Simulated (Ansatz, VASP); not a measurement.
# One calculation of CoO, two programs

INCAR

```
PREC = Accurate
ENCUT = 1340
EDIFF = 1E-6
ISMEAR = 0
SIGMA = 0.1
LREAL = False
LASPH = True
NELM = 200
ALGO = Normal
ISIF = 2
LWAVE = False
LCHARG = False
ISPIN = 2
MAGMOM = 2.75 0.38
LORBIT = 11
LMAXMIX = 4
GGA = PS
NBANDS = 22
GGA_COMPAT = False
```

Contents of KPOINTS:

```
Automatic mesh
0
Gamma
  1 1 1
```

The input POSCAR:

```
CoO
1.0
    1.5054695445      0.8691832468      2.4399269062
   -1.5054695445      0.8691832468      2.4399269062
    0.0000000000     -1.7383664936      2.4399269062
Co O
1 1
Direct
    0.0000000000      0.0000000000      0.0000000000
    0.5000000000      0.5000000000      0.5000000000
```

Input for Ansatz:

```yaml
crystal:
  lattice:
    - [1.5054695445, 0.8691832468, 2.4399269062]
    - [-1.5054695445, 0.8691832468, 2.4399269062]
    - [0.0, -1.7383664936, 2.4399269062]
  atoms:
    - { symbol: Co, position: [0.0, 0.0, 0.0], spin: 2.75 }
    - { symbol: O, position: [0.5, 0.5, 0.5], spin: 0.38 }
basis:
  ecutwfc: 420
kpoints:
  mp_grid: { grid: [1, 1, 1] }
hamiltonian:
  xc: pbesol
scf:
  occupations: { method: gaussian, width: 0.1 }
output:
  forces: true
  stress: true
  eigenvalues: true
  populations: true
magnetization:
  spin_polarized: true
```

Alike in both runs: task single point; functional PBEsol; k mesh 1 × 1 × 1; occupations gaussian, width 0.1 eV; collinear spin.

|  | VASP | Ansatz |
| --- | --- | --- |
| version | VASP 6.6.1 | Ansatz 0.2.0 |
| potentials or method | VASP PAW PBE potentials, release 64 (Co_sv, O_h), cutoff 1340 eV | scalar-relativistic, plane waves, PAW |
| valence electrons in the cell | 23 | 23 |

```tsv
	VASP	Ansatz	Ansatz less VASP
gap on the k mesh at the Fermi level (eV)	0.17	0.17	-0.006
least direct gap on the mesh (eV)	0.17	0.17	-0.006
pressure (GPa)	13.4	16.0	+2.55
traceless stress, the component that is largest in VASP (GPa)	-34.87	-35.21	-0.342
net moment per atom (μB)	1.50	1.50	0.000
size of the moment on the site where the two differ most (μB)	0.48	0.79	+0.311
```

VASP's potentials were made for PBE, not for PBEsol. Site moments also hang on the region over which each program counts them. With one functional, cell and mesh, what is left measures potentials, basis and numerics. Ansatz's warnings: stability check not made.

The k mesh is coarse, so the values compare programs but aren't converged.
